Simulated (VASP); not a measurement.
# Ti3As4 (P-4m2) in VASP: relaxation of cell and atoms with PBE

Aim: the relaxation of cell and atoms of Ti3As4 with PBE.

All numbers are computed with VASP 6.6.1; they aren't measurements. Logs are shortened: lines on timing, memory, paths and dates and some standing lists are left out, and cuts for length are marked.

### 1 The cell of the first run

The structure is tetragonal, space group P-4m2 (No. 115). Conventional cell: a = 4.045 Å, b = 4.045 Å, c = 9.551 Å, α = 90.00°, β = 90.00°, γ = 90.00°. Within 3.4 Å of Ti (site symmetry 2mm) lie 6 As at 2.54 to 2.65 Å and 1 Ti at 3.23 Å. Within 3.3 Å of Ti (site symmetry -4m2) lie 4 As at 2.49 Å. Within 3.5 Å of As (site symmetry 2mm) lie 4 Ti at 2.49 to 2.65 Å and 1 As at 3.41 Å. As (site symmetry 2mm) has 4 Ti at 2.54 to 2.64 Å and 5 As at 2.86 to 3.41 Å within 3.5 Å.

### 2 Relaxation of cell and atoms, PBE (atoms taken out)

Input file INCAR:

```
SYSTEM = Ti3As4
PREC = Accurate
ENCUT = 600
EDIFF = 1E-7
ISMEAR = 0
SIGMA = 0.1
LREAL = .FALSE.
LASPH = .TRUE.
NELM = 100
ALGO = Normal
ISIF = 3
LWAVE = .FALSE.
LCHARG = .FALSE.
GGA = PE
IBRION = 2
NSW = 100
EDIFFG = -0.01
```

Input file KPOINTS:

```
regular mesh
0
G
  10 10 4
  0 0 0
```

Input file POSCAR:

```
Ti3As4
1.0
    4.0452258478      0.0000000000      0.0000000000
    0.0000000000      4.0452258478      0.0000000000
    0.0000000000      0.0000000000      9.5509264579
Ti As
3 4
Direct
    0.0000000000      0.0000000000      0.8309471085
    0.5000000000      0.5000000000      0.5000000000
    0.0000000000      0.0000000000      0.1690528915
    0.5000000000      0.0000000000      0.6511757684
    0.0000000000      0.5000000000      0.3488242316
    0.5000000000      0.0000000000      0.0081779677
    0.0000000000      0.5000000000      0.9918220323
```

Potentials or basis: VASP PAW PBE potentials, release 64 (Ti_sv, As).

Started as:

```
$ cat potpaw_PBE.64/Ti_sv/POTCAR potpaw_PBE.64/As/POTCAR > POTCAR
$ mpirun -np 1 vasp_std > vasp.out
```

OUTCAR:

```text
SYSTEM = Ti3As4
   PREC = Accurate
   ENCUT = 600
   EDIFF = 1E-7
   ISMEAR = 0
   LREAL = .FALSE.
   LASPH = .TRUE.
   NELM = 100
   ISIF = 3
   GGA = PE
   IBRION = 2
   NSW = 100
   EDIFFG = -0.01

 ion  position               nearest neighbor table
   1  0.000  0.000  0.831-   7 2.54   7 2.54   6 2.64   6 2.64   4 2.65   4 2.65
   2  0.500  0.500  0.500-   4 2.49   5 2.49   4 2.49   5 2.49
   3  0.000  0.000  0.169-   6 2.54   6 2.54   7 2.64   7 2.64   5 2.65   5 2.65
   4  0.500  0.000  0.651-   2 2.49   2 2.49   1 2.65   1 2.65
   5  0.000  0.500  0.349-   2 2.49   2 2.49   3 2.65   3 2.65
   6  0.500  0.000  0.008-   3 2.54   3 2.54   1 2.64   1 2.64   7 2.86   7 2.86   7 2.86   7 2.86

   7  0.000  0.500  0.992-   1 2.54   1 2.54   3 2.64   3 2.64   6 2.86   6 2.86   6 2.86   6 2.86

  LATTYP: Found a simple tetragonal cell.
 ALAT       =     4.0452258478
 C/A-ratio  =     2.3610366435

  Lattice vectors:

 A1 = (   4.0452258478,   0.0000000000,   0.0000000000)
 A2 = (   0.0000000000,   4.0452258478,   0.0000000000)
 A3 = (   0.0000000000,   0.0000000000,   9.5509264579)

Analysis of symmetry for initial positions (statically):
=====================================================================
 Subroutine PRICEL returns:
 Original cell was already a primitive cell.

 Routine SETGRP: Setting up the symmetry group for a
 simple tetragonal supercell.

 Subroutine GETGRP returns: Found  8 space group operations
 (whereof  8 operations were pure point group operations)
 out of a pool of 16 trial point group operations.

The static configuration has the point symmetry D_2d.

Analysis of symmetry for dynamics (positions and initial velocities):
=====================================================================
 Subroutine PRICEL returns:
 Original cell was already a primitive cell.

 Routine SETGRP: Setting up the symmetry group for a
 simple tetragonal supercell.

 Subroutine GETGRP returns: Found  8 space group operations
 (whereof  8 operations were pure point group operations)
 out of a pool of 16 trial point group operations.

The dynamic configuration has the point symmetry D_2d.

 Subroutine INISYM returns: Found  8 space group operations
 (whereof  8 operations are pure point group operations),
 and found     1 'primitive' translations

----------------------------------------------------------------------------------------

                                     Primitive cell

[... 102 lines left out ...]
   EDIFFG = -.1E-01   stopping-criterion for IOM
   NSW    =    100    number of steps for IOM
   IBRION =      2    ionic relax: 0-MD 1-quasi-New 2-CG
   NFREE  =      1    steps in history (QN), initial steepest desc. (CG)
   ISIF   =      3    stress and relaxation
   ISYM   =      2    0-nonsym 1-usesym 2-fastsym
   POTIM  = 0.5000    time-step for ionic-motion
   TEBEG  =    0.0;   TEEND  =   0.0 temperature during run
   PSTRESS=    0.0 pullay stress
   NELECT =      56.0000    total number of electrons
   NUPDOWN=      -1.0000    fix difference up-down
   EMIN   =  10.00;   EMAX   =-10.00  energy-range for DOS
   EFERMI =   0.00;   METHOD = LEGACY
   ISMEAR =     0;   SIGMA  =   0.10  broadening in eV -4-tet -1-fermi 0-gaus
   EFERMI_NEDOS =   21; number of points for ismear=-14 and -15
   IALGO  =     38    algorithm
   IMIX   =      4    mixing-type and parameters
     AMIX     =   0.40;   BMIX     =  1.00
     AMIX_MAG =   1.60;   BMIX_MAG =  1.00
  volume/ion in A,a.u.               =      22.33       150.67
  Fermi-wavevector in a.u.,A,eV,Ry     =   1.162770  2.197317 18.395541  1.352034
  Thomas-Fermi vector in A             =   2.299327
   LORBIT       =      0    0 simple, 1 ext, 2 COOP (PROOUT), +10 PAW based schemes
   GGA     = PE    functional components
   LHFCALC =     F    Hartree Fock is set to
   AEXX    =    0.0000 exact exchange contribution
   IVDW    =     0    specifies the selected vdW correction
   LEPSILON=     F    determine dielectric tensor
   LRPA    =     F    only Hartree local field effects (RPA)
 conjugate gradient relaxation of ions
 non-spin polarized calculation
 Gauss-broadening in eV      SIGMA  =   0.10
  energy-cutoff  :      600.00
  volume of cell :      156.29
 maximum number of plane-waves:      5280
   NGX = 17   NGY = 17   NGZ = 39

--------------------------------------- Ionic step        1  -------------------------------------------

 number of electron      56.0000012 magnetization

 Free energy of the ion-electron system (eV)
  ---------------------------------------------------
  ext. energy  EPLUGINS =         0.00000000
  ---------------------------------------------------
  free energy    TOTEN  =       -44.31720997 eV

  energy without entropy =      -44.28625370  energy(sigma->0) =      -44.30173183

------------------------ aborting loop because EDIFF is reached ----------------------------------------

  FORCE on cell =-STRESS in cart. coord.  units (eV):
  Direction    XX          YY          ZZ          XY          YZ          ZX
  --------------------------------------------------------------------------------------
  -------------------------------------------------------------------------------------
  Total        0.2055114      0.2055114      0.1567988      0.0000000     -0.0000000      0.0000000
  in kB        2.1067621      2.1067621      1.6073936      0.0000000     -0.0000000      0.0000000
  external PRESSURE =       1.9403059 kB  Pullay stress =       0.0000000 kB
[... 192 lines left out ...]
--------------------------------------- Ionic step        6  -------------------------------------------

 number of electron      56.0000014 magnetization

 Free energy of the ion-electron system (eV)
  ---------------------------------------------------
  ext. energy  EPLUGINS =         0.00000000
  ---------------------------------------------------
  free energy    TOTEN  =       -44.32010415 eV

  energy without entropy =      -44.28908717  energy(sigma->0) =      -44.30459566

 E-fermi :   5.2228     XC(G=0):  -9.7782

 val. band max:        5.2199909729   @ k =   0.3000   0.3000   0.2500
 cond. band min:       5.2229969029   @ k =   0.5000   0.4000   0.5000
 fundamental gap:      0.0030059301
 Fermi energy:         5.2228253408

 k-point     1 :       0.0000    0.0000    0.0000
  band No.  band energies     occupation
      1     -52.3857      2.00000
      2     -52.3091      2.00000
      3     -52.3031      2.00000
      4     -28.6462      2.00000
      5     -28.6418      2.00000
      6     -28.6418      2.00000
[... 853 lines left out ...]
     32       5.7800      0.00000
     33       6.1488      0.00000

 [... further k-points ...]
[... 5 lines left out ...]
  --------------------------------------------------------------------------------------
  -------------------------------------------------------------------------------------
  Total        0.0305362      0.0305362     -0.0447094      0.0000000     -0.0000000      0.0000000
  in kB        0.3126220      0.3126220     -0.4577227      0.0000000     -0.0000000      0.0000000
  external PRESSURE =       0.0558404 kB  Pullay stress =       0.0000000 kB
[... 22 lines left out ...]
  FREE ENERGIE OF THE ION-ELECTRON SYSTEM (eV)
  ---------------------------------------------------
  free  energy   TOTEN  =       -44.3201041524 eV

  energy  without entropy=      -44.2890871737  energy(sigma->0) =      -44.30459566

 reached required accuracy - stopping structural energy minimisation
```

OSZICAR:

```text
N       E                     dE             d eps       ncg     rms          rms(c)
DAV:   1     0.665999315484E+03    0.66600E+03   -0.29023E+04  4166   0.190E+03
[... 73 lines left out ...]
DAV:   2    -0.443201477389E+02   -0.11428E-03   -0.23999E-03  4377   0.347E-01    0.554E-02
DAV:   3    -0.443201686622E+02   -0.20923E-04   -0.89551E-04  6301   0.183E-01    0.659E-02
DAV:   4    -0.443201063066E+02    0.62356E-04   -0.60672E-04  5973   0.115E-01    0.128E-02
DAV:   5    -0.443201045324E+02    0.17742E-05   -0.33239E-05  6017   0.358E-02    0.481E-03
DAV:   6    -0.443201042417E+02    0.29075E-06   -0.44744E-06  6005   0.115E-02    0.314E-03
DAV:   7    -0.443201041359E+02    0.10583E-06   -0.80790E-07  4480   0.531E-03    0.102E-03
DAV:   8    -0.443201041524E+02   -0.16573E-07   -0.97567E-08  3370   0.229E-03
   6 F= -.44320104E+02 E0= -.44304596E+02  d E =-.794322E-04
```

It took 16 min on 1 thread of Intel Xeon 6975P-C (Granite Rapids), shared host; peak memory 0.52 GiB.

What came out:

```
Free energy                           : -44.3201 eV
Relaxed volume                        : 22.36 Å³/atom
Relaxed cell                          : a = 4.051 Å, b = 4.051 Å, c = 9.535 Å, α = 90.00°, β = 90.00°, γ = 90.00°
Space group after relaxing (to 0.1 Å) : P-4m2 (No. 115)
Energy gained by relaxing             : 0.4 meV/atom
Ionic steps                           : 6
Pressure after relaxing               : 0.0 GPa
Largest force after relaxing          : 0.007 eV/Å
Band gap on the k mesh                : zero (bands 28 and 29 overlap by 0.60 eV)
```

Forces in eV/Å, atoms in the order of the input:
```
Ti   0.000  0.000 -0.003
Ti   0.000  0.000  0.000
Ti   0.000  0.000  0.003
As   0.000  0.000 -0.005
As   0.000  0.000  0.005
As   0.000  0.000 -0.007
As   0.000  0.000  0.007
```

Stress tensor (GPa, compression positive):
```
 0.03  0.00  0.00
 0.00  0.03  0.00
 0.00  0.00 -0.05
```

The path:
| step | energy change (eV) | largest force (eV/Å) | pressure (GPa) | volume (Å³) |
| --- | --- | --- | --- | --- |
| 1 | 0.0000 | 0.0956 | 0.19 | 156.29 |
| 2 | -0.0015 | 0.0632 | -0.16 | 156.90 |
| 3 | -0.0015 | 0.0567 | -0.23 | 157.04 |
| 4 | -0.0027 | 0.0151 | -0.08 | 156.68 |
| 5 | -0.0028 | 0.0137 | 0.01 | 156.49 |
| 6 | -0.0029 | 0.0074 | 0.01 | 156.50 |

Final structure:
```
Ti As
1.0
     4.05137    0.00000    0.00000
     0.00000    4.05137    0.00000
     0.00000    0.00000    9.53460
Ti As
3 4
Direct
  0.00000 0.00000 0.82960
  0.50000 0.50000 0.50000
  0.00000 0.00000 0.17040
  0.50000 0.00000 0.65054
  0.00000 0.50000 0.34946
  0.50000 0.00000 0.00962
  0.00000 0.50000 0.99038
```

Caveat: the cell differs from its parent crystal (atoms taken out).
